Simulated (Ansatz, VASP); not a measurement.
# Two plane-wave programs on MnV

Contents of INCAR:

```
SYSTEM = MnV
ALGO = Normal ; EDIFF = 1E-6
ENCUT = 520 ; ISIF = 2
ISMEAR = -1 ; LASPH = .TRUE.
LCHARG = .FALSE. ; LREAL = .FALSE.
LWAVE = .FALSE. ; NBANDS = 20
NELM = 100 ; PREC = Accurate
SIGMA = 0.05
```

KPOINTS

```
k-points
0
G
  11 11 11
  0 0 0
```

The input POSCAR:

```
MnV
1.0
    2.6921215235      0.0000000000      0.0000000000
    0.0000000000      2.6921215235      0.0000000000
    0.0000000000      0.0000000000      2.6921215235
Mn V
1 1
Direct
    0.0000000000      0.0000000000      0.0000000000
    0.5000000000      0.5000000000      0.5000000000
```

Input for Ansatz:

```yaml
crystal:
  lattice:
    - [2.6921215235, 0.0, 0.0]
    - [0.0, 2.6921215235, 0.0]
    - [0.0, 0.0, 2.6921215235]
  atoms:
    - { symbol: Mn, position: [0.0, 0.0, 0.0] }
    - { symbol: V, position: [0.5, 0.5, 0.5] }
kpoints:
  mp_grid: { grid: [11, 11, 11] }
scf:
  occupations: { method: fermi_dirac, width: 0.05 }
hamiltonian:
  xc: lda
  pseudopotentials: { kind: paw }
output:
  forces: true
  stress: true
  eigenvalues: true
  write_density: true
  write_potential: true
  elf: true
  volumetric_format: npy
```

Change from the starting cell: volume scaled by 0.8, no spin polarisation, PAW files.

Alike in both runs: task single point; functional LDA; k mesh 11 × 11 × 11; occupations fermi-dirac, width 0.05 eV; no spin polarisation.

|  | VASP | Ansatz |
| --- | --- | --- |
| version | VASP 6.6.1 | Ansatz 0.2.0 |
| potentials or method | VASP PAW LDA potentials, release 64 (Mn_pv, V_sv) | PAW with Ansatz's default frozen-core files, scalar-relativistic |
| plane-wave cutoff (eV) | 520 | 420 |
| valence electrons in the cell | 26 | 28 |

```tsv
	VASP	Ansatz	Ansatz less VASP
pressure (GPa)	48.7	47.5	-1.15
```

LDA's correlation is that of Perdew and Zunger in VASP and of Perdew and Wang (1992) in Ansatz. Both programs put the cell under a high pressure, so it lies far from rest at this level. VASP's potentials hold 26 valence electrons a cell and Ansatz's 28, so a difference there can come from the potentials and not from the codes.
